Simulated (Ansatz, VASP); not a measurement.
**LiF: VASP beside Ansatz**

```
Li F
1.0
     3.04674    0.00000    0.00000
    -1.52337    2.63855    0.00000
     0.00000    0.00000    5.15996
Li F
2 2
Direct
  0.33333 0.66667 0.40147
  0.66667 0.33333 0.90147
  0.33333 0.66667 0.99393
  0.66667 0.33333 0.49393
```

Alike in both runs: task single point; functional PBE; k mesh 9 × 9 × 6; occupations gaussian, width 0.05 eV; no spin polarisation.

```csv
,VASP,Ansatz
version,VASP 6.6.1,Ansatz 0.2.0
potentials or method,"VASP PAW PBE potentials, release 64 (Li_sv, F), cutoff 520 eV","scalar-relativistic, plane waves, PAW"
valence electrons in the cell,20,20
```

VASP gave:

| Item | Value |
| --- | --- |
| gap on the k mesh at the Fermi level (eV) | 7.56 |
| least direct gap on the mesh (eV) | 7.56 |
| rms of the force components (eV/Å) | 0.183 |

**Question.** Estimate Ansatz's values.

**Answer.** gap on the k mesh at the Fermi level (eV): 7.57; least direct gap on the mesh (eV): 7.57; rms of the force components (eV/Å): 0.174.

Atom by atom the forces differ by 0.010 eV/Å (rms over components). With one functional, cell and mesh, what is left measures potentials, basis and numerics.

Noted on VASP's run: the cutoff is short for stress, so the pressure is rough.
